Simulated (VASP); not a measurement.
Here is a VASP 6.6.1 calculation.

The input INCAR:

```
SYSTEM = Si
  PREC = Accurate
  ENCUT = 520
  EDIFF = 1E-6
  ISMEAR = 0
  SIGMA = 0.05
  LREAL = .FALSE.
  LASPH = .TRUE.
  NELM = 100
  ALGO = Normal
  ISIF = 2
  LWAVE = .FALSE.
  LCHARG = .FALSE.
  GGA = CA
  NBANDS = 11
```

File KPOINTS:

```
regular mesh
0
G
  12 12 12
  0 0 0
```

File POSCAR:

```
Si
1.0
    0.0000000000      2.7641256649      2.7641256649
    2.7641256649      0.0000000000      2.7641256649
    2.7641256649      2.7641256649      0.0000000000
Si
2
Direct
    0.5000000000      0.5000000000      0.5000000000
    0.7500000000      0.7500000000      0.7500000000
```

Potentials or basis: VASP PAW LDA potentials, release 64 (Si).

Command:

```console
$ cat potpaw_LDA.64/Si/POTCAR > POTCAR
$ mpirun -np 1 vasp_std > vasp.out
```

Question: Estimate the pressure.

Answer: -5.7 GPa.

Question: Estimate the band gap on the k mesh.

Answer: 0.55 eV, indirect (least direct gap 2.39 eV).

 A k mesh can miss the band edges.
